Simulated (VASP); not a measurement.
Wanted: the native input for a VASP 6.6.1 run.

```yaml
Task: single point
Functional: PBE
Potentials_or_basis: VASP PAW PBE potentials, release 64 (Li_sv, Cl)
Cutoff: 520 eV
k_mesh: 4 × 4 × 6
Occupations: gaussian, width 0.02 eV
Spin: no spin polarisation
Dipole_correction: no
Further_INCAR_settings: ALGO = Normal; EDIFF = 1e-06; NBANDS = 30
```

The structure of LiCl lies in POSCAR:

```
LiCl
1.0
    6.6531381187      0.0000000000      0.0000000000
    0.0000000000      6.6531381187      0.0000000000
    0.0000000000      0.0000000000      3.9498443742
Li Cl
4 4
Direct
    0.6709042070      0.6709042070      0.0000000000
    0.8290957930      0.1709042070      0.5000000000
    0.3290957930      0.3290957930      0.0000000000
    0.1709042070      0.8290957930      0.5000000000
    0.8097929963      0.8097929963      0.5000000000
    0.6902070037      0.3097929963      0.0000000000
    0.1902070037      0.1902070037      0.5000000000
    0.3097929963      0.6902070037      0.0000000000
```

The input as run:

INCAR

```
SYSTEM = LiCl
  ALGO = Normal
  EDIFF = 1E-6
  ENCUT = 520
  GGA = PE
  ISIF = 2
  ISMEAR = 0
  LASPH = .TRUE.
  LCHARG = .FALSE.
  LREAL = .FALSE.
  LWAVE = .FALSE.
  NBANDS = 30
  NELM = 100
  PREC = Accurate
  SIGMA = 0.02
```

KPOINTS

```
k-points
0
G
  4 4 6
  0 0 0
```

Potentials or basis: VASP PAW PBE potentials, release 64 (Li_sv, Cl).

Launch:

```bash
$ cat potpaw_PBE.64/Li_sv/POTCAR potpaw_PBE.64/Cl/POTCAR > POTCAR
$ mpirun -np 1 vasp_std > vasp.out
```

It gave:

```json
{"Band gap on the k mesh": "5.91 eV, direct"}
```

Wall time 81 s on 1 thread of AMD EPYC 7R13 Processor (Zen 3), with other jobs on the host, peak memory 0.26 GiB.
